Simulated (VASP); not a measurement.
# In (P6/mmm) in VASP: further runs, part 2 of 2

VASP 6.6.1.

## (4) Single point, r2SCAN (26.76 Å³/atom)

This run uses another cell than the first one, of 26.76 Å³/atom.

The input, POSCAR:

```
In
1.0
    5.3117120716      0.0000000000      0.0000000000
   -2.6558560358      4.6000775916      0.0000000000
    0.0000000000      0.0000000000      3.2857379772
In
3
Direct
    1.0000000000      1.0000000000      0.0000000000
    0.3333333333      0.6666666667      0.5000000000
    0.6666666667      0.3333333333      0.5000000000
```

The input, INCAR.step1:

```
PREC     = Accurate       # precision mode
ENCUT    = 520            # plane-wave cutoff, eV
ISMEAR   = -1             # smearing method
SIGMA    = 0.1            # smearing width, eV
LREAL    = False          # projectors in reciprocal space
LASPH    = True           # aspherical terms in the spheres
NELM     = 100            # most SCF steps
NBANDS   = 26             # bands
GGA      = PE             # functional
ALGO     = Normal         # electronic algorithm
EDIFF    = 1E-4           # SCF threshold, eV
LWAVE    = True           # write WAVECAR
LCHARG   = False          # write CHGCAR
```

The input, INCAR.step2:

```
PREC     = Accurate       # precision mode
ENCUT    = 520            # plane-wave cutoff, eV
EDIFF    = 1E-6           # SCF threshold, eV
ISMEAR   = -1             # smearing method
SIGMA    = 0.1            # smearing width, eV
LREAL    = False          # projectors in reciprocal space
LASPH    = True           # aspherical terms in the spheres
NELM     = 100            # most SCF steps
ALGO     = Normal         # electronic algorithm
ISIF     = 2              # what is computed and relaxed
LWAVE    = False          # write WAVECAR
LCHARG   = False          # write CHGCAR
METAGGA  = R2SCAN         # meta-GGA
LMIXTAU  = True         
NBANDS   = 26             # bands
ISTART   = 1
```

The input, KPOINTS:

```
Automatic mesh
0
Gamma
  8 8 11
```

Potentials or basis: VASP PAW PBE potentials, release 64 (In_d).

Command:

```console
cat potpaw_PBE.64/In_d/POTCAR > POTCAR
cp INCAR.step1 INCAR
mpirun -np 1 vasp_std > vasp.out
cp INCAR.step2 INCAR
mpirun -np 1 vasp_std > vasp.out
```

OUTCAR:

```text
PREC = Accurate
   ENCUT = 520
   EDIFF = 1E-6
   ISMEAR = -1
   LREAL = False
   LASPH = True
   NELM = 100
   ISIF = 2
   METAGGA = R2SCAN
   ISTART = 1

 ion  position               nearest neighbor table
   1  0.000  0.000  0.000-   2 3.48   3 3.48   2 3.48   3 3.48   3 3.48   3 3.48   2 3.48   2 3.48
                             3 3.48   3 3.48   2 3.48   2 3.48
   2  0.333  0.667  0.500-   3 3.07   3 3.07   3 3.07   1 3.48   1 3.48   1 3.48   1 3.48   1 3.48
                             1 3.48
   3  0.667  0.333  0.500-   2 3.07   2 3.07   2 3.07   1 3.48   1 3.48   1 3.48   1 3.48   1 3.48
                             1 3.48

[... 895 lines left out ...]
  --------------------------------------------------------------------------------------
  -------------------------------------------------------------------------------------
  Total        0.0411774      0.0411774      0.0262188      0.0000000     -0.0000000      0.0000000
  in kB        0.8217446      0.8217446      0.5232277      0.0000000     -0.0000000      0.0000000
  external PRESSURE =       0.7222390 kB  Pullay stress =       0.0000000 kB

 VOLUME and BASIS-vectors are now :
 -----------------------------------------------------------------------------
  energy-cutoff  :      520.00
  volume of cell :       80.28
      direct lattice vectors                 reciprocal lattice vectors
     5.311712072  0.000000000  0.000000000     0.188263217  0.108693819  0.000000000
    -2.655856036  4.600077592  0.000000000     0.000000000  0.217387638  0.000000000
     0.000000000  0.000000000  3.285737977     0.000000000  0.000000000  0.304345632

 POSITION                                       TOTAL-FORCE (eV/Angst)
 -----------------------------------------------------------------------------------
      0.00000      0.00000      0.00000        -0.000000      0.000000      0.000000
     -0.00000      3.06672      1.64287        -0.000000     -0.000000      0.000000
      2.65586      1.53336      1.64287         0.000000     -0.000000     -0.000000
 -----------------------------------------------------------------------------------
    total drift:                               -0.000000      0.000000      0.000000

  FREE ENERGIE OF THE ION-ELECTRON SYSTEM (eV)
  ---------------------------------------------------
  free  energy   TOTEN  =       -67.6379609813 eV

  energy  without entropy=      -67.5774275569  energy(sigma->0) =      -67.60769427
```

OUTCAR.step1:

```text
PREC = Accurate
   ENCUT = 520
   ISMEAR = -1
   LREAL = False
   LASPH = True
   NELM = 100
[... 923 lines left out ...]
      0.00000      0.00000      0.00000         0.000000      0.000000     -0.000000
     -0.00000      3.06672      1.64287         0.000000      0.000000      0.000000
      2.65586      1.53336      1.64287        -0.000000      0.000000     -0.000000
 -----------------------------------------------------------------------------------
    total drift:                               -0.000000      0.000000      0.000000

  FREE ENERGIE OF THE ION-ELECTRON SYSTEM (eV)
  ---------------------------------------------------
  free  energy   TOTEN  =        -7.6011189549 eV

  energy  without entropy=       -7.5384126570  energy(sigma->0) =       -7.56976581
```

Run time: 3.5 min. Hardware: 1 thread of Intel Xeon Platinum 8488C (Sapphire Rapids), shared host; peak memory 0.25 GiB.

What came out:

* Free energy: -67.6380 eV
* Pressure: 0.1 GPa
* Band gap on the k mesh: zero (an odd number of electrons rules out a gap without spin polarisation)

Levels at points of the mesh, in eV from the Fermi level:
| k point | band 15 | band 16 | band 17 | band 18 | band 19 | band 20 | band 21 | band 22 | band 23 | band 24 |
| --- | --- | --- | --- | --- | --- | --- | --- | --- | --- | --- |
| (0.00, 0.00, 0.00) | -14.94 | -9.94 | -2.82 | -2.56 | -1.11 | -1.11 | -0.98 | -0.98 | 4.78 | 8.39 |
| (0.50, 0.00, 0.00) | -14.90 | -7.90 | -7.88 | -4.04 | -3.36 | 3.74 | 3.89 | 4.94 | 5.10 | 6.67 |

Caveat: the PAW data sets were made with another functional, which shifts forces and pressure a little; spin-orbit coupling is left out, which moves the levels of the heavy elements.

## (5) Summary

```csv
cell,gap on the mesh (eV),pressure (GPa)
"a = 5.166, b = 5.166, c = 3.196 Å, angles 90.0, 90.0, 120.0°, 3 atoms",none,4.2
"a = 5.240, b = 5.240, c = 3.241 Å, angles 90.0, 90.0, 120.0°, 3 atoms",none,1.9
"a = 5.312, b = 5.312, c = 3.286 Å, angles 90.0, 90.0, 120.0°, 3 atoms",none,0.1
```

Alike in all rows: task single point; level r2SCAN; potentials or basis VASP PAW PBE potentials, release 64 (In_d); no spin polarisation; k mesh 8 × 8 × 11; cutoff (eV) 520; smearing fermi-dirac 0.1 eV.

Caveats: the PAW data sets were made with another functional, which shifts forces and pressure a little; spin-orbit coupling is left out, which moves the levels of the heavy elements; the cell stands under pressure (at least some runs).

Total energies depend on the potentials used, so only differences within one code and one set of settings carry meaning.
